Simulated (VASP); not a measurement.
# V (Im-3m) in VASP: a series of runs, part 2 of 2

VASP 6.6.1.

**4. Single point, PBEsol, collinear spin, ferromagnetic start**

This run uses another cell than the first one, of 15.12 Å³/atom, 1.176 times its volume.

The input, INCAR:

```
SYSTEM = V
PREC = Accurate
ENCUT = 500
EDIFF = 1E-6
ISMEAR = 0
SIGMA = 0.1
LREAL = .FALSE.
LASPH = .TRUE.
NELM = 200
ALGO = Normal
ISIF = 2
LWAVE = .FALSE.
LCHARG = .FALSE.
ISPIN = 2
MAGMOM = 2
LORBIT = 11
LMAXMIX = 4
GGA = PS
NBANDS = 16
GGA_COMPAT = .FALSE.
```

The input, KPOINTS:

```
regular mesh
0
G
  8 8 8
  0 0 0
```

The input, POSCAR:

```
V
1.0
   -1.5576731281      1.5576731281      1.5576731281
    1.5576731281     -1.5576731281      1.5576731281
    1.5576731281      1.5576731281     -1.5576731281
V
1
Direct
    0.0000000000      0.0000000000      0.0000000000
```

Potentials or basis: VASP PAW PBE potentials, release 64 (V_sv).

On the command line:

```sh
$ cat potpaw_PBE.64/V_sv/POTCAR > POTCAR
$ mpirun -np 1 vasp_std > vasp.out
```

OUTCAR:

```text
SYSTEM = V
   PREC = Accurate
   ENCUT = 500
   EDIFF = 1E-6
   ISMEAR = 0
   LREAL = .FALSE.
   LASPH = .TRUE.
   NELM = 200
   ISIF = 2
   ISPIN = 2
   LORBIT = 11
   GGA = PS

 ion  position               nearest neighbor table
   1  0.000  0.000  0.000-

  LATTYP: Found a body centered cubic cell.
 ALAT       =     3.1153462562

  Lattice vectors:

 A1 = (  -1.5576731281,   1.5576731281,   1.5576731281)
 A2 = (   1.5576731281,  -1.5576731281,   1.5576731281)
 A3 = (   1.5576731281,   1.5576731281,  -1.5576731281)

Analysis of symmetry for initial positions (statically):
=====================================================================
 Subroutine PRICEL returns:
 Original cell was already a primitive cell.

 Routine SETGRP: Setting up the symmetry group for a
 body centered cubic supercell.

 Subroutine GETGRP returns: Found 48 space group operations
[... 9 lines left out ...]

 Routine SETGRP: Setting up the symmetry group for a
 body centered cubic supercell.

 Subroutine GETGRP returns: Found 48 space group operations
 (whereof 48 operations were pure point group operations)
 out of a pool of 48 trial point group operations.

The dynamic configuration has the point symmetry O_h .

Analysis of structural, dynamic, and magnetic symmetry:
=====================================================================
 Subroutine PRICEL returns:
 Original cell was already a primitive cell.

 Routine SETGRP: Setting up the symmetry group for a
 body centered cubic supercell.

 Subroutine GETGRP returns: Found 48 space group operations
 (whereof 48 operations were pure point group operations)
 out of a pool of 48 trial point group operations.

The overall configuration has the point symmetry O_h .

 Subroutine INISYM returns: Found 48 space group operations
[... 5 lines left out ...]
                                     Primitive cell

  volume of cell :      15.1178

  direct lattice vectors                    reciprocal lattice vectors
    -1.557673128  1.557673128  1.557673128     0.000000000  0.320991607  0.320991607
     1.557673128 -1.557673128  1.557673128     0.320991607  0.000000000  0.320991607
     1.557673128  1.557673128 -1.557673128     0.320991607  0.320991607  0.000000000

  length of vectors
     2.697968999  2.697968999  2.697968999     0.453950684  0.453950684  0.453950684

  position of ions in fractional coordinates (direct lattice)
     0.000000000  0.000000000  0.000000000

  ion indices of the primitive-cell ions
   primitive index   ion index
                 1           1

----------------------------------------------------------------------------------------

 KPOINTS: regular mesh

Automatic generation of k-mesh.
 Grid dimensions read from file:
 generate k-points for:    8    8    8

 Generating k-lattice:

  Cartesian coordinates                     Fractional coordinates (reciprocal lattice)
     0.000000000  0.040123951  0.040123951     0.125000000  0.000000000  0.000000000
     0.040123951  0.000000000  0.040123951     0.000000000  0.125000000  0.000000000
     0.040123951  0.040123951  0.000000000     0.000000000  0.000000000  0.125000000

  Length of vectors
     0.056743835  0.056743835  0.056743835

  Shift w.r.t. Gamma in fractional coordinates (k-lattice)
     0.000000000  0.000000000  0.000000000

 Subroutine IBZKPT returns following result:
 ===========================================

 Found     29 irreducible k-points:

 Following reciprocal coordinates:
            Coordinates               Weight
  0.000000  0.000000  0.000000      1.000000
  0.125000  0.000000  0.000000     12.000000
  0.250000  0.000000  0.000000     12.000000
  0.375000  0.000000  0.000000     12.000000
  0.500000  0.000000  0.000000      6.000000
  0.125000  0.125000  0.000000     24.000000
[... 16 lines left out ...]
 -0.250000  0.250000  0.250000      6.000000
 -0.375000  0.375000  0.250000     24.000000
 [... further k-points ...]
   k-points           NKPTS =     29   k-points in BZ     NKDIM =     29   number of bands    NBANDS=     16
   number of dos      NEDOS =    301   number of ions     NIONS =      1
   total plane-waves  NPLWV =   8000
   dimension x,y,z NGX =    20 NGY =   20 NGZ =   20
   dimension x,y,z NGXF=    40 NGYF=   40 NGZF=   40
   ions per type =               1
   NGX,Y,Z   is equivalent  to a cutoff of  12.32, 12.32, 12.32 a.u.
   NGXF,Y,Z  is equivalent  to a cutoff of  24.65, 24.65, 24.65 a.u.
 SYSTEM =  V
   PREC   = accura    normal or accurate (medium, high low for compatibility)
   ISTART =      0    job   : 0-new  1-cont  2-samecut
   ICHARG =      2    charge: 1-file 2-atom 10-const
   ISPIN  =      2    spin polarized calculation?
   LNONCOLLINEAR =      F non collinear calculations
   LSORBIT =      F    spin-orbit coupling
   LASPH  =      T    aspherical Exc in radial PAW
   ENCUT  =  500.0 eV  36.75 Ry    6.06 a.u.   4.92  4.92  4.92*2*pi/ulx,y,z
   NELM   =    200;   NELMIN=  2; NELMDL= -5     # of ELM steps
   EDIFF  = 0.1E-05   stopping-criterion for ELM
   LREAL  =      F    real-space projection
[... 7 lines left out ...]
   TEBEG  =    0.0;   TEEND  =   0.0 temperature during run
   PSTRESS=    0.0 pullay stress
   NELECT =      13.0000    total number of electrons
   NUPDOWN=      -1.0000    fix difference up-down
   EMIN   =  10.00;   EMAX   =-10.00  energy-range for DOS
   EFERMI =   0.00;   METHOD = LEGACY
   ISMEAR =     0;   SIGMA  =   0.10  broadening in eV -4-tet -1-fermi 0-gaus
   EFERMI_NEDOS =   21; number of points for ismear=-14 and -15
   IALGO  =     38    algorithm
   IMIX   =      4    mixing-type and parameters
     AMIX     =   0.40;   BMIX     =  1.00
     AMIX_MAG =   1.60;   BMIX_MAG =  1.00
  volume/ion in A,a.u.               =      15.12       102.02
  Fermi-wavevector in a.u.,A,eV,Ry     =   1.556777  2.941881 32.974445  2.423553
  Thomas-Fermi vector in A             =   2.660523
   LORBIT       =     11    0 simple, 1 ext, 2 COOP (PROOUT), +10 PAW based schemes
   GGA     = PS    functional components
   LHFCALC =     F    Hartree Fock is set to
   AEXX    =    0.0000 exact exchange contribution
   IVDW    =     0    specifies the selected vdW correction
   LEPSILON=     F    determine dielectric tensor
   LRPA    =     F    only Hartree local field effects (RPA)
 spin polarized calculation
 Gauss-broadening in eV      SIGMA  =   0.10
  energy-cutoff  :      500.00
  volume of cell :       15.12
 maximum number of plane-waves:       402
   NGX =  9   NGY =  9   NGZ =  9

 number of electron      13.0000007 magnetization       0.0024043

 number of electron      13.0000007 magnetization      -0.0003000

 Free energy of the ion-electron system (eV)
  ---------------------------------------------------
  ext. energy  EPLUGINS =         0.00000000
  ---------------------------------------------------
  free energy    TOTEN  =        -9.47234924 eV

  energy without entropy =       -9.46024713  energy(sigma->0) =       -9.46629819

 E-fermi :   8.2341     XC(G=0): -12.4314

 val. band max:        8.2199593043   @ k =  -0.2500   0.2500   0.1250
 cond. band min:       8.2698687568   @ k =  -0.2500   0.2500   0.1250
 fundamental gap:      0.0499094526
 Fermi energy:         8.2341133106

 spin component 1

 k-point     1 :       0.0000    0.0000    0.0000
  band No.  band energies     occupation
      1     -55.3812      1.00000
      2     -28.9413      1.00000
      3     -28.9413      1.00000
      4     -28.9413      1.00000
      5       1.8812      1.00000
      6       8.6110      0.00000
[... 433 lines left out ...]
      3     -29.2305      1.00000
      4     -29.1714      1.00000
      5       6.1767      1.00000
      6       6.9997      1.00000
[... 8 lines left out ...]
     15      35.2016      0.00000
     16      35.7799      0.00000

 [... further k-points ...]

 spin component 2

 k-point     1 :       0.0000    0.0000    0.0000
  band No.  band energies     occupation
      1     -55.3814      1.00000
      2     -28.9415      1.00000
      3     -28.9415      1.00000
      4     -28.9415      1.00000
      5       1.8810      1.00000
      6       8.6107      0.00000
[... 433 lines left out ...]
      3     -29.2307      1.00000
      4     -29.1716      1.00000
      5       6.1766      1.00000
      6       6.9996      1.00000
[... 8 lines left out ...]
     15      35.2015      0.00000
     16      35.7797      0.00000

 [... further k-points ...]

------------------------ aborting loop because EDIFF is reached ----------------------------------------

  FORCE on cell =-STRESS in cart. coord.  units (eV):
  Direction    XX          YY          ZZ          XY          YZ          ZX
  --------------------------------------------------------------------------------------
  -------------------------------------------------------------------------------------
  Total       -2.1889216     -2.1889216     -2.1889216     -0.0000000      0.0000000      0.0000000
  in kB     -231.9806830   -231.9806830   -231.9806830     -0.0000000      0.0000000      0.0000000
  external PRESSURE =    -231.9806830 kB  Pullay stress =       0.0000000 kB

 VOLUME and BASIS-vectors are now :
 -----------------------------------------------------------------------------
  energy-cutoff  :      500.00
  volume of cell :       15.12
      direct lattice vectors                 reciprocal lattice vectors
    -1.557673128  1.557673128  1.557673128     0.000000000  0.320991607  0.320991607
     1.557673128 -1.557673128  1.557673128     0.320991607  0.000000000  0.320991607
     1.557673128  1.557673128 -1.557673128     0.320991607  0.320991607  0.000000000

 POSITION                                       TOTAL-FORCE (eV/Angst)
 -----------------------------------------------------------------------------------
      0.00000      0.00000      0.00000         0.000000     -0.000000      0.000000
 -----------------------------------------------------------------------------------
    total drift:                                0.000000     -0.000000      0.000000

  FREE ENERGIE OF THE ION-ELECTRON SYSTEM (eV)
  ---------------------------------------------------
  free  energy   TOTEN  =        -9.4723492442 eV

  energy  without entropy=       -9.4602471346  energy(sigma->0) =       -9.46629819

 total charge

# of ion       s       p       d       tot
------------------------------------------
    1        2.311   6.181   2.993  11.485

 magnetization (x)

# of ion       s       p       d       tot
------------------------------------------
    1       -0.000  -0.000  -0.000  -0.000
```

OSZICAR:

```text
N       E                     dE             d eps       ncg     rms          rms(c)
DAV:   1     0.933119567827E+02    0.93312E+02   -0.62362E+03  1880   0.847E+02
DAV:   2    -0.909468980840E+01   -0.10241E+03   -0.97871E+02  2088   0.266E+02
DAV:   3    -0.106840574505E+02   -0.15894E+01   -0.15867E+01  2128   0.363E+01
DAV:   4    -0.106907097164E+02   -0.66523E-02   -0.66521E-02  2216   0.247E+00
DAV:   5    -0.106907711244E+02   -0.61408E-04   -0.61410E-04  2128   0.223E-01    0.185E+01
DAV:   6    -0.944675503850E+01    0.12440E+01   -0.22697E+00  1888   0.243E+01    0.244E+00
DAV:   7    -0.947549968740E+01   -0.28745E-01   -0.13693E-01  1992   0.327E+00    0.150E+00
DAV:   8    -0.947454295704E+01    0.95673E-03   -0.58312E-03  2000   0.886E-01    0.801E-01
DAV:   9    -0.947187671711E+01    0.26662E-02   -0.14696E-03  2128   0.453E-01    0.144E-01
DAV:  10    -0.947218874880E+01   -0.31203E-03   -0.64720E-04  1976   0.239E-01    0.583E-02
DAV:  11    -0.947224606244E+01   -0.57314E-04   -0.42456E-05  2192   0.538E-02    0.378E-02
DAV:  12    -0.947229303897E+01   -0.46977E-04   -0.17843E-05  2024   0.276E-02    0.281E-02
DAV:  13    -0.947230471321E+01   -0.11674E-04   -0.13943E-06  1888   0.822E-03    0.245E-02
DAV:  14    -0.947234169384E+01   -0.36981E-04   -0.50719E-05  2032   0.408E-02    0.923E-03
DAV:  15    -0.947234764657E+01   -0.59527E-05   -0.11275E-05  2160   0.193E-02    0.391E-03
DAV:  16    -0.947234880617E+01   -0.11596E-05   -0.56688E-07  1072   0.605E-03    0.210E-03
DAV:  17    -0.947234924421E+01   -0.43804E-06   -0.36668E-07   968   0.397E-03
   1 F= -.94723492E+01 E0= -.94662982E+01  d E =-.121021E-01  mag=    -0.0001
```

stdout:

```text
POSCAR found type information on POSCAR V
 POSCAR found :  1 types and       1 ions
 scaLAPACK will be used
 -----------------------------------------------------------------------------
|                                                                             |
|                                                                             |
|     You enforced a specific xc type in the INCAR file but a different       |
|     I HOPE YOU KNOW WHAT YOU ARE DOING!                                     |
|                                                                             |
 -----------------------------------------------------------------------------

 LDA part: xc-table for (Slater+PW92), standard interpolation
 POSCAR, INCAR and KPOINTS ok, starting setup
 FFT: planning ... GRIDC
 FFT: planning ... GRID_SOFT
 FFT: planning ... GRID
 WAVECAR not read
 entering main loop
```

Wall time 35 s (1 thread of Intel Xeon 8259CL, shared host); peak memory 0.13 GiB.

What came out:

```yaml
Free_energy: -9.4723 eV
Pressure: -23.2 GPa
Net_moment: 0.00 μB per cell
Valence_electrons_inside_the_program's_atomic_spheres: V 11.48
```

Caveat: the PAW data sets were made with another functional, which shifts forces and pressure a little.

**5. Overview**

```csv
task,spin,cell,gap on the mesh (eV),pressure (GPa)
single point,off,"a = 2.556 Å, angles 109.5°, 1 atom",none,0.1
relaxation of cell and atoms,off,"relaxed from a = 2.698 Å, angles 109.5°, 1 atom",none,-0.3
single point,"collinear, ferromagnetic start","a = 2.698 Å, angles 109.5°, 1 atom",none,-23.2
```

Alike in all rows: level PBEsol; potentials or basis VASP PAW PBE potentials, release 64 (V_sv); k mesh 8 × 8 × 8; cutoff (eV) 500; smearing gaussian 0.1 eV.

Caveats: some runs use coarse meshes; the PAW data sets were made with another functional, which shifts forces and pressure a little.

Absolute energies hang on the potentials; compare differences alone.
